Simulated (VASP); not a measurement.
Here is a VASP 6.6.1 calculation.

INCAR

```
ALGO = Normal
EDIFF = 1E-6
ENCUT = 500
GGA = PE
GGA_COMPAT = F
ISIF = 2
ISMEAR = -1
LASPH = T
LCHARG = T
LELF = T
LREAL = F
LVHAR = T
LWAVE = F
NBANDS = 11
NELM = 120
PREC = Accurate
SIGMA = 0.06122561905347299
```

The input KPOINTS:

```
k-points
0
Gamma
  8 8 8
```

The input POSCAR:

```
Si
1.0
    0.0000000000      2.7073292634      2.7073292634
    2.7073292634      0.0000000000      2.7073292634
    2.7073292634      2.7073292634      0.0000000000
Si
2
Direct
    0.0000000000      0.0000000000      0.0000000000
    0.2500000000      0.2500000000      0.2500000000
```

Potentials or basis: VASP PAW PBE potentials, release 64 (Si).

The run is started by

```console
$ cat potpaw_PBE.64/Si/POTCAR > POTCAR
$ mpirun -np 1 vasp_std > vasp.out
```

(1) Estimate the band gap on the k mesh.

(2) Estimate the pressure.

## Answers

(1) 0.60 eV, indirect (least direct gap 2.57 eV).

(2) 2.8 GPa.
